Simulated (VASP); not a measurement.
# W (I4_1/amd) in VASP: notebook

W is run at these levels: PBE; tasks: single point, relaxation of cell and atoms.

All numbers are computed with VASP 6.6.1; they aren't measurements. Logs are shortened: lines on timing, memory, paths and dates and some standing lists are left out, and cuts for length are marked.

## Step 1: The cell of the first run

Symmetry: I4_1/amd, No. 141, tetragonal system. The conventional cell has a = 4.217 Å, b = 4.217 Å, c = 2.221 Å, α = 90.00°, β = 90.00°, γ = 90.00°. Within 2.9 Å of W (site symmetry -4m2) lie 10 W at 2.18 to 2.69 Å.

## Step 2: Single point, PBE

File INCAR:

```
PREC     = Accurate       # precision mode
ENCUT    = 520            # plane-wave cutoff, eV
EDIFF    = 1E-6           # SCF threshold, eV
ISMEAR   = -1             # smearing method
SIGMA    = 0.05           # smearing width, eV
LREAL    = F              # projectors in reciprocal space
LASPH    = T              # aspherical terms in the spheres
NELM     = 100            # most SCF steps
ALGO     = Normal         # electronic algorithm
ISIF     = 2              # what is computed and relaxed
LWAVE    = F              # write WAVECAR
LCHARG   = F              # write CHGCAR
GGA      = PE             # functional
NBANDS   = 21             # bands
```

File KPOINTS:

```
Automatic mesh
0
Gamma
  19 19 19
```

File POSCAR:

```
W
1.0
   -2.1086117153      2.1086117153      1.1103853164
    2.1086117153     -2.1086117153      1.1103853164
    2.1086117153      2.1086117153     -1.1103853164
W
2
Direct
   -0.3750000000     -0.1250000000     -0.2500000000
    0.3750000000      0.1250000000      0.2500000000
```

Potentials or basis: VASP PAW PBE potentials, release 64 (W_sv).

On the command line:

```bash
> cat potpaw_PBE.64/W_sv/POTCAR > POTCAR
> mpirun -np 1 vasp_std > vasp.out
```

OUTCAR:

```text
PREC = Accurate
   ENCUT = 520
   EDIFF = 1E-6
   ISMEAR = -1
   LREAL = F
   LASPH = T
   NELM = 100
   ISIF = 2
   GGA = PE

 ion  position               nearest neighbor table
   1  0.625  0.875  0.750-   2 2.18   2 2.18   2 2.18   2 2.18   2 2.69   2 2.69   2 2.69   2 2.69
                             2 3.49   2 3.49
   2  0.375  0.125  0.250-   1 2.18   1 2.18   1 2.18   1 2.18   1 2.69   1 2.69   1 2.69   1 2.69
                             1 3.49   1 3.49

  LATTYP: Found a body centered tetragonal cell.
 ALAT       =     4.2172234306
 C/A-ratio  =     0.5265954411

  Lattice vectors:

 A1 = (  -2.1086117153,   2.1086117153,   1.1103853164)
 A2 = (   2.1086117153,  -2.1086117153,   1.1103853164)
 A3 = (   2.1086117153,   2.1086117153,  -1.1103853164)

Analysis of symmetry for initial positions (statically):
=====================================================================
 Subroutine PRICEL returns:
 Original cell was already a primitive cell.

 Routine SETGRP: Setting up the symmetry group for a
 body centered tetragonal supercell.

 Subroutine GETGRP returns: Found 16 space group operations
 (whereof  4 operations were pure point group operations)
 out of a pool of 16 trial point group operations.

The static configuration has the point symmetry C_2h.
 The point group associated with its full space group is D_4h.

Analysis of symmetry for dynamics (positions and initial velocities):
=====================================================================
 Subroutine PRICEL returns:
 Original cell was already a primitive cell.

 Routine SETGRP: Setting up the symmetry group for a
 body centered tetragonal supercell.

 Subroutine GETGRP returns: Found 16 space group operations
 (whereof  4 operations were pure point group operations)
 out of a pool of 16 trial point group operations.

The dynamic configuration has the point symmetry C_2h.
 The point group associated with its full space group is D_4h.

 Subroutine INISYM returns: Found 16 space group operations
 (whereof  4 operations are pure point group operations),
 and found     1 'primitive' translations

----------------------------------------------------------------------------------------

                                     Primitive cell

  volume of cell :      19.7482

  direct lattice vectors                    reciprocal lattice vectors
    -2.108611715  2.108611715  1.110385316     0.000000000  0.237122841  0.450294139
     2.108611715 -2.108611715  1.110385316     0.237122841  0.000000000  0.450294139
     2.108611715  2.108611715 -1.110385316     0.237122841  0.237122841  0.000000000

  length of vectors
     3.182050013  3.182050013  3.182050013     0.508912618  0.508912618  0.335342337

  position of ions in fractional coordinates (direct lattice)
     0.625000000  0.875000000  0.750000000
     0.375000000  0.125000000  0.250000000

  ion indices of the primitive-cell ions
   primitive index   ion index
                 1           1
                 2           2

----------------------------------------------------------------------------------------

 KPOINTS: Automatic mesh

Automatic generation of k-mesh.
 Grid dimensions read from file:
 generate k-points for:   19   19   19

 Generating k-lattice:

  Cartesian coordinates                     Fractional coordinates (reciprocal lattice)
     0.000000000  0.012480150  0.023699692     0.052631579  0.000000000  0.000000000
     0.012480150  0.000000000  0.023699692     0.000000000  0.052631579  0.000000000
     0.012480150  0.012480150  0.000000000     0.000000000  0.000000000  0.052631579

  Length of vectors
     0.026784875  0.026784875  0.017649597

  Shift w.r.t. Gamma in fractional coordinates (k-lattice)
     0.000000000  0.000000000  0.000000000

 Subroutine IBZKPT returns following result:
 ===========================================

 Found    550 irreducible k-points:

 Following reciprocal coordinates:
            Coordinates               Weight
  0.000000  0.000000  0.000000      1.000000
  0.052632 -0.000000  0.000000      8.000000
  0.105263 -0.000000  0.000000      8.000000
  0.157895  0.000000  0.000000      8.000000
  0.210526  0.000000  0.000000      8.000000
  0.263158  0.000000  0.000000      8.000000
[... 16 lines left out ...]
 -0.315789  0.052632  0.000000     16.000000
 -0.263158  0.052632  0.000000     16.000000
 [... further k-points ...]
   k-points           NKPTS =    550   k-points in BZ     NKDIM =    550   number of bands    NBANDS=     21
   number of dos      NEDOS =    301   number of ions     NIONS =      2
   total plane-waves  NPLWV =  13824
   dimension x,y,z NGX =    24 NGY =   24 NGZ =   24
   dimension x,y,z NGXF=    48 NGYF=   48 NGZF=   48
   ions per type =               2
   NGX,Y,Z   is equivalent  to a cutoff of  12.54, 12.54, 12.54 a.u.
   NGXF,Y,Z  is equivalent  to a cutoff of  25.08, 25.08, 25.08 a.u.
 SYSTEM =  unknown system
[... 80 lines left out ...]
      4     -21.5353      2.00000
      5     -16.8305      2.00000
      6     -16.6858      2.00000
[... 13 lines left out ...]
     20      31.7750      0.00000
     21      33.7824      0.00000

 k-point     3 :       0.1053   -0.0000    0.0000
  band No.  band energies     occupation
      1     -55.2115      2.00000
      2     -53.5816      2.00000
      3     -21.5307      2.00000
      4     -21.3795      2.00000
      5     -17.2965      2.00000
      6     -17.1645      2.00000
[... 13 lines left out ...]
     20      32.4302      0.00000
     21      34.5047      0.00000

 k-point     4 :       0.1579    0.0000    0.0000
  band No.  band energies     occupation
      1     -55.0865      2.00000
      2     -53.5517      2.00000
      3     -21.4614      2.00000
      4     -21.1412      2.00000
      5     -18.0431      2.00000
      6     -17.8262      2.00000
[... 13 lines left out ...]
     20      34.1660      0.00000
     21      35.6330      0.00000

 k-point     5 :       0.2105    0.0000    0.0000
  band No.  band energies     occupation
      1     -54.9259      2.00000
      2     -53.5173      2.00000
      3     -21.3716      2.00000
      4     -20.8655      2.00000
      5     -18.9182      2.00000
      6     -18.5503      2.00000
[... 13 lines left out ...]
     20      36.3286      0.00000
     21      36.9237      0.00000

 k-point     6 :       0.2632    0.0000    0.0000
  band No.  band energies     occupation
      1     -54.7433      2.00000
      2     -53.4845      2.00000
      3     -21.2692      2.00000
      4     -20.6881      2.00000
      5     -19.7589      2.00000
      6     -19.1811      2.00000
[... 13 lines left out ...]
     20      37.0066      0.00000
     21      37.2035      0.00000

 k-point     7 :       0.3158   -0.0000    0.0000
  band No.  band energies     occupation
      1     -54.5553      2.00000
      2     -53.4598      2.00000
      3     -21.1643      2.00000
      4     -20.9677      2.00000
      5     -20.3871      2.00000
      6     -19.4013      2.00000
[... 13 lines left out ...]
     20      36.0226      0.00000
     21      36.2272      0.00000
[... 291 lines left out ...]
      1     -54.2098      2.00000
      2     -53.4813      2.00000
      3     -22.0272      2.00000
      4     -21.2652      2.00000
      5     -20.9768      2.00000
      6     -18.7345      2.00000
[... 13 lines left out ...]
     20      33.4293      0.00000
     21      36.7911      0.00000

 k-point    21 :      -0.4211    0.0526   -0.0000
  band No.  band energies     occupation
      1     -54.3347      2.00000
      2     -53.4952      2.00000
      3     -21.5961      2.00000
      4     -21.0545      2.00000
      5     -20.8979      2.00000
      6     -18.9026      2.00000
[... 13 lines left out ...]
     20      34.1017      0.00000
     21      35.7033      0.00000

 k-point    22 :      -0.3684    0.0526   -0.0000
  band No.  band energies     occupation
      1     -54.5033      2.00000
      2     -53.5134      2.00000
      3     -21.2367      2.00000
      4     -20.9236      2.00000
      5     -20.4199      2.00000
      6     -19.1214      2.00000
[... 13 lines left out ...]
     20      35.0069      0.00000
     21      35.9500      0.00000

 k-point    23 :      -0.3158    0.0526    0.0000
  band No.  band energies     occupation
      1     -54.6914      2.00000
      2     -53.5384      2.00000
      3     -21.3068      2.00000
      4     -20.5441      2.00000
      5     -19.8362      2.00000
      6     -19.0427      2.00000
[... 13 lines left out ...]
     20      35.8427      0.00000
     21      37.0380      0.00000

 k-point    24 :      -0.2632    0.0526    0.0000
  band No.  band energies     occupation
      1     -54.8780      2.00000
      2     -53.5675      2.00000
      3     -21.4017      2.00000
      4     -20.6623      2.00000
      5     -19.0315      2.00000
      6     -18.5063      2.00000
[... 13 lines left out ...]
     20      35.5760      0.00000
     21      37.3365      0.00000

 [... further k-points ...]

------------------------ aborting loop because EDIFF is reached ----------------------------------------

  FORCE on cell =-STRESS in cart. coord.  units (eV):
  Direction    XX          YY          ZZ          XY          YZ          ZX
  --------------------------------------------------------------------------------------
  -------------------------------------------------------------------------------------
  Total       55.5189662     55.5189662     55.6432644      0.0000000      0.0000000     -0.0000000
  in kB     4504.2762840   4504.2762840   4514.3606435      0.0000000      0.0000000     -0.0000000
  external PRESSURE =    4507.6377372 kB  Pullay stress =       0.0000000 kB

 VOLUME and BASIS-vectors are now :
 -----------------------------------------------------------------------------
  energy-cutoff  :      520.00
  volume of cell :       19.75
      direct lattice vectors                 reciprocal lattice vectors
    -2.108611715  2.108611715  1.110385316     0.000000000  0.237122841  0.450294139
     2.108611715 -2.108611715  1.110385316     0.237122841  0.000000000  0.450294139
     2.108611715  2.108611715 -1.110385316     0.237122841  0.237122841  0.000000000

 POSITION                                       TOTAL-FORCE (eV/Angst)
 -----------------------------------------------------------------------------------
      2.10861      1.05431      0.83279        -0.000000     -0.000000     -0.000000
      0.00000      1.05431      0.27760         0.000000      0.000000      0.000000
 -----------------------------------------------------------------------------------
    total drift:                               -0.000000      0.000000      0.000000

  FREE ENERGIE OF THE ION-ELECTRON SYSTEM (eV)
  ---------------------------------------------------
  free  energy   TOTEN  =       -10.4341837247 eV

  energy  without entropy=      -10.4257216583  energy(sigma->0) =      -10.42995269
```

Run time: 48 s. Hardware: 1 thread of Intel Xeon 6975P-C (Granite Rapids), shared host; peak memory 0.28 GiB.

Results:

```yaml
Free_energy: -10.4342 eV
Pressure: 450.8 GPa
Band_gap_on_the_k_mesh: zero (bands 14 and 15 overlap by 6.45 eV)
```

Stress tensor (GPa, compression positive):
```
450.43   0.00   0.00
  0.00 450.43   0.00
  0.00   0.00 451.44
```

Caveat: the cell stands under pressure; spin-orbit coupling is left out, which moves the levels of the heavy elements.

## Step 3: Single point, PBE

File INCAR:

```
ALGO = Normal
EDIFF = 1E-7
ENCUT = 520
GGA = PE
ISIF = 2
ISMEAR = -1
LASPH = T
LCHARG = F
LREAL = F
LWAVE = F
NBANDS = 21
NELM = 60
PREC = Accurate
SIGMA = 0.05
```

File KPOINTS:

```
k-points
0
Gamma
  19 19 19
```

File POSCAR:

```
W
1.0
   -2.1075269724      2.1075269724      1.1097553861
    2.1075269724     -2.1075269724      1.1097553861
    2.1075269724      2.1075269724     -1.1097553861
W
2
Direct
   -0.3750000000     -0.1250000000     -0.2500000000
    0.3750000000      0.1250000000      0.2500000000
```

Potentials or basis: VASP PAW PBE potentials, release 64 (W_sv).

On the command line:

```bash
> cat potpaw_PBE.64/W_sv/POTCAR > POTCAR
> mpirun -np 1 vasp_std > vasp.out
```

It took 50 s on 1 thread of Intel Xeon 6975P-C (Granite Rapids), shared host; peak memory 0.28 GiB.

The run converged. Its results:

* Free energy: -10.3452 eV
* Pressure: 453.5 GPa
* Band gap on the k mesh: zero (bands 14 and 15 overlap by 6.46 eV)

Stress tensor (GPa, compression positive):
```
453.16   0.00   0.00
  0.00 453.16   0.00
  0.00   0.00 454.27
```

Levels at points of the mesh, in eV from the Fermi level:
```csv
k point,band 10,band 11,band 12,band 13,band 14,band 15,band 16,band 17,band 18,band 19
"(0.00, 0.00, 0.00)",-11.56,-7.95,-6.90,-5.92,2.45,2.45,2.90,2.90,9.87,11.94
```

Caveat: the cell stands under pressure; spin-orbit coupling is left out, which moves the levels of the heavy elements.

## Step 4: Relaxation of cell and atoms, PBE, target pressure 430 GPa, at which the enthalpy is minimised

This run uses another cell than the first one, of 9.67 Å³/atom.

File INCAR:

```
SYSTEM = W
ALGO = Normal ; EDIFF = 1E-7
EDIFFG = -0.005 ; ENCUT = 600
GGA = PE ; IBRION = 2
ISIF = 3 ; ISMEAR = -1
LASPH = .TRUE. ; LCHARG = .FALSE.
LREAL = .FALSE. ; LWAVE = .FALSE.
NELM = 60 ; NSW = 60
PREC = Accurate ; PSTRESS = 4300.0
SIGMA = 0.05
```

File KPOINTS:

```
k-points
0
G
  19 19 19
  0 0 0
```

File POSCAR:

```
W
1.0
   -2.0640988077      2.0640988077      1.1352543442
    2.0640988077     -2.0640988077      1.1352543442
    2.0640988077      2.0640988077     -1.1352543442
W
2
Direct
   -0.3750000000     -0.1250000000     -0.2500000000
    0.3750000000      0.1250000000      0.2500000000
```

On the command line:

```bash
> cat potpaw_PBE.64/W_sv/POTCAR > POTCAR
> mpirun -np 1 vasp_std > vasp.out
```

It took 14 min on 1 thread of Intel Xeon 6975P-C (Granite Rapids), shared host; peak memory 0.39 GiB.

It converged, with:

```
Free energy                                                : -11.1095 eV
Relaxed volume                                             : 10.00 Å³/atom
Relaxed cell                                               : a = 3.195 Å, b = 3.195 Å, c = 3.195 Å, α = 97.00°, β = 97.00°, γ = 139.13°
Space group after relaxing (to 0.1 Å)                      : I4_1/amd (No. 141)
Energy change on relaxing (the run minimises the enthalpy) : -992.1 meV/atom
Ionic steps                                                : 10
Pressure after relaxing                                    : 430.0 GPa
Band gap on the k mesh                                     : zero (bands 14 and 15 overlap by 6.35 eV)
```

The path:
```tsv
step	energy change (eV)	largest force (eV/Å)	pressure (GPa)	volume (Å³)
1	0.0000	0.0000	489.84	19.35
2	-13.3270	0.0000	50.32	30.98
3	-3.1829	0.0000	392.94	20.47
4	-2.3694	0.0000	417.81	20.16
5	0.8632	0.0000	501.74	19.38
6	-2.1019	0.0000	426.39	20.04
7	-2.0602	0.0000	427.65	20.02
8	-2.0428	0.0000	428.16	20.02
9	-1.4556	0.0000	446.40	19.80
10	-1.9842	0.0000	429.99	19.99
```

Final structure:
```xyz
2
Lattice="-2.1169 2.1169 1.1154 2.1169 -2.1169 1.1154 2.1169 2.1169 -1.1154" Properties=species:S:1:pos:R:3 pbc="T T T"
W     2.1169    1.0584    0.8366
W     0.0000    1.0584    0.2789
```

Levels at points of the mesh, in eV from the Fermi level:
| k point | band 10 | band 11 | band 12 | band 13 | band 14 | band 15 | band 16 | band 17 | band 18 |
| --- | --- | --- | --- | --- | --- | --- | --- | --- | --- |
| (0.00, 0.00, 0.00) | -11.52 | -7.80 | -6.79 | -5.80 | 2.45 | 2.45 | 2.89 | 2.89 | 9.72 |

Caveat: the cell is relaxed towards a set pressure, so the run minimises the enthalpy, not the energy; spin-orbit coupling is left out, which moves the levels of the heavy elements.

## Step 5: Relaxation of cell and atoms, PBE, target pressure 430 GPa, at which the enthalpy is minimised

File INCAR:

```
ALGO = Normal
EDIFF = 1E-6
EDIFFG = -0.005
ENCUT = 600
GGA = PE
IBRION = 2
ISIF = 3
ISMEAR = -1
LASPH = T
LCHARG = F
LREAL = F
LWAVE = F
NELM = 100
NSW = 32
PREC = Accurate
PSTRESS = 4300.0
SIGMA = 0.05
```

File KPOINTS:

```
k-points
0
Gamma
  19 19 19
```

File POSCAR:

```
W
1.0
   -2.1086117148      2.1086117148      1.1103853167
    2.1086117148     -2.1086117148      1.1103853167
    2.1086117148      2.1086117148     -1.1103853167
W
2
Direct
   -0.3750000000     -0.1250000000     -0.2500000000
    0.3750000000      0.1250000000      0.2500000000
```

On the command line:

```bash
> cat potpaw_PBE.64/W_sv/POTCAR > POTCAR
> mpirun -np 1 vasp_std > vasp.out
```

It took 21 min on 1 thread of Intel Xeon Platinum 8259CL at 2.50GHz (Skylake/Cascade Lake), shared host; peak memory 0.34 GiB.

It converged, with:

| Property | Result |
| --- | --- |
| Free energy | -11.1096 eV |
| Relaxed volume | 10.00 Å³/atom |
| Relaxed cell | a = 3.195 Å, b = 3.195 Å, c = 3.195 Å, α = 97.00°, β = 97.00°, γ = 139.13° |
| Space group after relaxing (to 0.1 Å) | I4_1/amd (No. 141) |
| Energy change on relaxing (the run minimises the enthalpy) | -337.2 meV/atom |
| Ionic steps | 9 |
| Pressure after relaxing | 430.0 GPa |
| Band gap on the k mesh | zero (bands 14 and 15 overlap by 6.35 eV) |

The path:
| step | energy change (eV) | largest force (eV/Å) | pressure (GPa) | volume (Å³) |
| --- | --- | --- | --- | --- |
| 1 | 0.0000 | 0.0000 | 450.90 | 19.75 |
| 2 | -7.7374 | 0.0000 | 212.40 | 23.66 |
| 3 | -0.7444 | 0.0000 | 427.88 | 20.02 |
| 4 | -0.6765 | 0.0000 | 429.93 | 19.99 |
| 5 | -0.6632 | 0.0000 | 430.25 | 19.99 |
| 6 | -0.6635 | 0.0000 | 430.35 | 19.99 |
| 7 | -0.6633 | 0.0000 | 430.36 | 19.99 |
| 8 | -0.7668 | 0.0000 | 427.17 | 20.03 |
| 9 | -0.6743 | 0.0000 | 430.00 | 19.99 |

Final structure:
```
CELL_PARAMETERS angstrom
-2.11689 2.11689 1.11541
2.11689 -2.11689 1.11541
2.11689 2.11689 -1.11541
ATOMIC_POSITIONS crystal
W 0.62500 0.87500 0.75000
W 0.37500 0.12500 0.25000
```

Levels at points of the mesh, in eV from the Fermi level:
```tsv
k point	band 12	band 13	band 14	band 15	band 16	band 17
(0.00, 0.00, 0.00)	-6.79	-5.80	2.45	2.45	2.89	2.89
```

Caveat: the cell is relaxed towards a set pressure, so the run minimises the enthalpy, not the energy; spin-orbit coupling is left out, which moves the levels of the heavy elements.

## Step 6: Overview

| task | cell | cutoff (eV) | gap on the mesh (eV) | pressure (GPa) |
| --- | --- | --- | --- | --- |
| single point | a = 3.182 Å, angles 97.0, 97.0, 139.2°, 2 atoms | 520 | none | 450.8 |
| single point | a = 3.180 Å, angles 97.0, 97.0, 139.2°, 2 atoms | 520 | none | 453.5 |
| relaxation of cell and atoms | relaxed to 430 GPa from a = 3.132 Å, angles 97.5, 97.5, 137.5°, 2 atoms | 600 | none | 430.0 |
| relaxation of cell and atoms | relaxed to 430 GPa from a = 3.182 Å, angles 97.0, 97.0, 139.2°, 2 atoms | 600 | none | 430.0 |

Alike in all rows: level PBE; potentials or basis VASP PAW PBE potentials, release 64 (W_sv); no spin polarisation; k mesh 19 × 19 × 19; smearing fermi-dirac 0.05 eV.

Caveats: spin-orbit coupling is left out, which moves the levels of the heavy elements; the cell stands under pressure (at least some runs); the cell is relaxed towards a set pressure, so the run minimises the enthalpy, not the energy (at least some runs).

Absolute energies hang on the potentials; compare differences alone.
